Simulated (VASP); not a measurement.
Here is a VASP 6.6.1 calculation.

INCAR

```
SYSTEM = SiNi3
PREC     = Accurate       ! precision mode
ENCUT    = 520            ! plane-wave cutoff, eV
EDIFF    = 1E-6           ! SCF threshold, eV
ISMEAR   = -1             ! smearing method
SIGMA    = 0.05           ! smearing width, eV
LREAL    = .False.        ! projectors in reciprocal space
LASPH    = .True.         ! aspherical terms in the spheres
NELM     = 150            ! most SCF steps
ALGO     = Fast           ! electronic algorithm
ISIF     = 2              ! what is computed and relaxed
LWAVE    = .False.        ! write WAVECAR
LCHARG   = .False.        ! write CHGCAR
ISPIN    = 2              ! spin polarisation
MAGMOM   = 1 1 1 0        ! initial moments
LORBIT   = 11             ! projections on sites
LMAXMIX  = 4              ! l up to which the mixer works
GGA      = PS             ! functional
NBANDS   = 29             ! bands
```

KPOINTS

```
regular mesh
0
Gamma
  8 8 8
  0 0 0
```

The input POSCAR:

```
SiNi3
1.0
    3.5420000000      0.0000000000      0.0000000000
    0.0000000000      3.5420000000      0.0000000000
    0.0000000000      0.0000000000      3.5420000000
Ni Si
3 1
Direct
    0.4886370000      0.4838270000     -0.0015600000
    0.4930390000     -0.0013100000      0.5054280000
    0.0105450000      0.4973570000      0.4884480000
   -0.0037180000      0.0064040000      0.0020140000
```

Potentials or basis: VASP PAW PBE potentials, release 64 (Ni, Si).

Run with:

```console
$ cat potpaw_PBE.64/Ni/POTCAR potpaw_PBE.64/Si/POTCAR > POTCAR
$ mpirun -np 1 vasp_std > vasp.out
```

Task: What does it give for the net moment?

Result: 0.00 μB per cell.

Task: Estimate the largest force.

Result: 0.794 eV/Å.

Task: Predict the pressure.

Result: -13.3 GPa.

Task: Estimate the band gap on the k mesh.

Result: Zero (filled and empty bands overlap).

Forces in eV/Å, atoms in the order of the input:
```
Ni   0.474  0.435 -0.065
Ni   0.362 -0.315 -0.136
Ni  -0.736  0.116  0.275
Si  -0.100 -0.236 -0.074
```

Caveat: the cell differs from its parent crystal (atoms moved at random); the cell stands under tension; the PAW data sets were made with another functional, which shifts forces and pressure a little.
